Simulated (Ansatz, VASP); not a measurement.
Yb: VASP beside Ansatz

INCAR

```
PREC     = Accurate       # precision mode
ENCUT    = 520            # plane-wave cutoff, eV
EDIFF    = 1E-8           # SCF threshold, eV
ISMEAR   = -1             # smearing method
SIGMA    = 0.05           # smearing width, eV
LREAL    = False          # projectors in reciprocal space
LASPH    = True           # aspherical terms in the spheres
NELM     = 60             # most SCF steps
ALGO     = Normal         # electronic algorithm
ISIF     = 2              # what is computed and relaxed
LWAVE    = False          # write WAVECAR
LCHARG   = False          # write CHGCAR
GGA      = PE             # functional
LEFG     = True         
NBANDS   = 18             # bands
```

File KPOINTS:

```
Automatic mesh
0
Gamma
  13 13 13
```

File POSCAR:

```
Yb
1.0
    0.0000000000      2.6112781245      2.6112781245
    2.6112781245      0.0000000000      2.6112781245
    2.6112781245      2.6112781245      0.0000000000
Yb
1
Direct
    0.0000000000      0.0000000000      0.0000000000
```

Input for Ansatz:

```yaml
crystal:
  lattice:
    - [0.0, 2.6112781245, 2.6112781245]
    - [2.6112781245, 0.0, 2.6112781245]
    - [2.6112781245, 2.6112781245, 0.0]
  atoms:
    - { symbol: Yb, position: [0.0, 0.0, 0.0] }
kpoints:
  mp_grid: { grid: [13, 13, 13] }
  band_path:
    path:
      - [0.0, 0.0, 0.0]
      - [0.5, 0.0, 0.5]
      - [0.625, 0.25, 0.625]
      - [0.375, 0.375, 0.75]
      - [0.0, 0.0, 0.0]
      - [0.5, 0.5, 0.5]
      - [0.5, 0.25, 0.75]
      - [0.5, 0.0, 0.5]
    npoints: 8
scf:
  occupations: { method: fermi_dirac, width: 0.05 }
hamiltonian:
  xc: pbe
  pseudopotentials: { kind: paw }
output:
  forces: true
  stress: true
  eigenvalues: true
  efg: { contact_densities: true }
  populations: true
  bader: true
  dos: { projected: true, de: 0.2, e_range: [-14, 8] }
```

Alike in both runs: task electric field gradients; functional PBE; k mesh 13 × 13 × 13; occupations fermi-dirac, width 0.05 eV; no spin polarisation.

|  | VASP | Ansatz |
| --- | --- | --- |
| version | VASP 6.6.1 | Ansatz 0.2.0 |
| potentials or method | VASP PAW PBE potentials, release 64 (Yb) | PAW with Ansatz's default frozen-core files, scalar-relativistic |
| plane-wave cutoff (eV) | 520 | 420 |
| valence electrons in the cell | 24 | 24 |

```csv
,VASP,Ansatz,Ansatz less VASP
pressure (GPa),-0.2,0.0,+0.24
```

Neither program's run includes spin-orbit coupling.
